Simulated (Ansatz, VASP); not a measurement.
## One calculation of Sn, two programs

Contents of INCAR:

```
PREC     = Accurate       # precision mode
ENCUT    = 520            # plane-wave cutoff, eV
EDIFF    = 1E-6           # SCF threshold, eV
ISMEAR   = -1             # smearing method
SIGMA    = 0.1            # smearing width, eV
LREAL    = False          # projectors in reciprocal space
LASPH    = True           # aspherical terms in the spheres
NELM     = 80             # most SCF steps
ALGO     = Normal         # electronic algorithm
ISIF     = 2              # what is computed and relaxed
LWAVE    = False          # write WAVECAR
LCHARG   = False          # write CHGCAR
GGA      = PS             # functional
NBANDS   = 13             # bands
```

File KPOINTS:

```
Automatic mesh
0
Gamma
  12 12 12
```

The input POSCAR:

```
Sn
1.0
   -1.6972699728      1.7454471682      2.2987014268
    1.6972699728     -1.7454471682      2.2987014268
    1.6972699728      1.7454471682     -2.2987014268
Sn
1
Direct
    0.0000000000      0.0000000000      0.0000000000
```

Input for Ansatz:

```yaml
crystal:
  lattice:
    - [-1.6972699727620029, 1.7454471681946693, 2.2987014267550556]
    - [1.6972699727620029, -1.7454471681946693, 2.2987014267550556]
    - [1.6972699727620029, 1.7454471681946693, -2.2987014267550556]
  atoms:
    - { symbol: Sn, position: [0.0, 0.0, 0.0] }
basis:
  ecutwfc: 500.0
kpoints:
  mp_grid:
    grid: [12, 12, 12]
hamiltonian:
  xc: pbesol
scf:
  occupations:
    method: fermi_dirac
output:
  stress: true
```

Alike in both runs: task single point; functional PBEsol; k mesh 12 × 12 × 12; no spin polarisation.

```csv
,VASP,Ansatz
version,VASP 6.6.1,Ansatz 0.2.0
potentials or method,"VASP PAW PBE potentials, release 64 (Sn_d), cutoff 520 eV","plane waves, PAW"
occupations,"fermi-dirac, width 0.1 eV",fermi-dirac
valence electrons in the cell,14,14
```

```tsv
	VASP	Ansatz	Ansatz less VASP
pressure (GPa)	-1.5	-1.5	+0.04
traceless stress, the component that is largest in VASP (GPa)	0.46	0.46	-0.002
```

VASP's potentials were made for PBE, not for PBEsol.
